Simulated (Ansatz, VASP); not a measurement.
# ZrSe2: VASP beside Ansatz

The input POSCAR:

```
ZrSe2
1.0
    3.8091785400      0.0000000000      0.0000000000
   -1.9045892700      3.2988453800      0.0000000000
    0.0000000000      0.0000000000      6.4013938500
Zr Se
1 2
Direct
    0.0000000000      0.0000000000      0.0000000000
    0.3333333300      0.6666666700      0.2439474200
    0.6666666700      0.3333333300      0.7560525800
```

The input INCAR.step1:

```
PREC = Accurate
ENCUT = 400
EDIFF = 1E-5
ISMEAR = -1
SIGMA = 0.02
LREAL = False
LASPH = True
NELM = 120
ALGO = Normal
ISIF = 2
LWAVE = True
NBANDS = 19
GGA = PE
GGA_COMPAT = False
KPAR = 4
```

INCAR.step2

```
PREC = Accurate
ENCUT = 400
EDIFF = 1E-6
ISMEAR = -1
SIGMA = 0.02
LREAL = False
LASPH = True
NELM = 120
ALGO = Normal
ISIF = 2
LWAVE = False
LCHARG = True
GGA = PE
LHFCALC = True
HFSCREEN = 0.2079
PRECFOCK = Normal
LVHAR = True
NBANDS = 19
ISTART = 1
GGA_COMPAT = False
KPAR = 4
```

KPOINTS

```
Automatic mesh
0
Gamma
  6 6 4
```

Input for Ansatz:

```yaml
crystal:
  lattice:
    - [3.80917854, 0.0, 0.0]
    - [-1.90458927, 3.29884538, 0.0]
    - [0.0, 0.0, 6.40139385]
  atoms:
    - { symbol: Zr, position: [0.0, 0.0, 0.0] }
    - { symbol: Se, position: [0.33333333, 0.66666667, 0.24394742] }
    - { symbol: Se, position: [0.66666667, 0.33333333, 0.75605258] }
  symmetry: { tolerance: 0.0003 }
hamiltonian:
  xc: hse06
  pseudopotentials: { kind: paw, azcp: { folder: soft_1 } }
basis:
  ecutwfc: 420
magnetization:
  spin_polarized: false
scf:
  occupations: { method: fermi_dirac, width: 0.02 }
kpoints:
  mp_grid: { grid: [6, 6, 4], shift: [0, 0, 0] }
  band_path:
    path:
      - [0.0, 0.0, 0.0]
      - [0.5, 0.0, 0.0]
      - [0.33333333, 0.33333333, 0.0]
      - [0.0, 0.0, 0.0]
      - [0.0, 0.0, 0.5]
      - [0.5, 0.0, 0.5]
      - [0.33333333, 0.33333333, 0.5]
      - [0.0, 0.0, 0.5]
      - [0.5, 0.0, 0.5]
      - [0.5, 0.0, 0.0]
      - [0.33333333, 0.33333333, 0.5]
    npoints: 1
output:
  forces: true
  stress: true
  eigenvalues: true
  bader: true
  populations: true
  elf: true
  write_potential: true
  write_density: true
  volumetric_format: npy
  dos:
    e_range: [-12, 8]
    de: 0.05
    projected: { site_lists: { Se: [Se], Zr: [Zr] } }
```

Alike in both runs: task single point; functional HSE06; k mesh 6 × 6 × 4; occupations fermi-dirac, width 0.02 eV; no spin polarisation.

```csv
,VASP,Ansatz
version,VASP 6.6.1,Ansatz 0.2.0
potentials or method,"VASP PAW PBE potentials, release 64 (Zr_sv, Se), cutoff 400 eV",PAW plane waves
valence electrons in the cell,24,44
```

Ansatz gave:

- gap on the k mesh at the Fermi level (eV): 1.11
- pressure (GPa): -0.5
- traceless stress, the component that is largest in VASP (GPa): 0.40
- rms of the force components (eV/Å): 0.051

**Question.** Estimate VASP's values.

**Answer.** gap on the k mesh at the Fermi level (eV): 1.12; pressure (GPa): -0.6; traceless stress, the component that is largest in VASP (GPa): 0.39; rms of the force components (eV/Å): 0.058.

Atom by atom the forces differ by 0.007 eV/Å (rms over components). With one functional, cell and mesh, what is left measures potentials, basis and numerics. VASP's potentials hold 24 valence electrons a cell and Ansatz's 44, so a difference there can come from the potentials and not from the codes. Ansatz's warnings: stress exchange threshold loose, stress scf threshold loose.
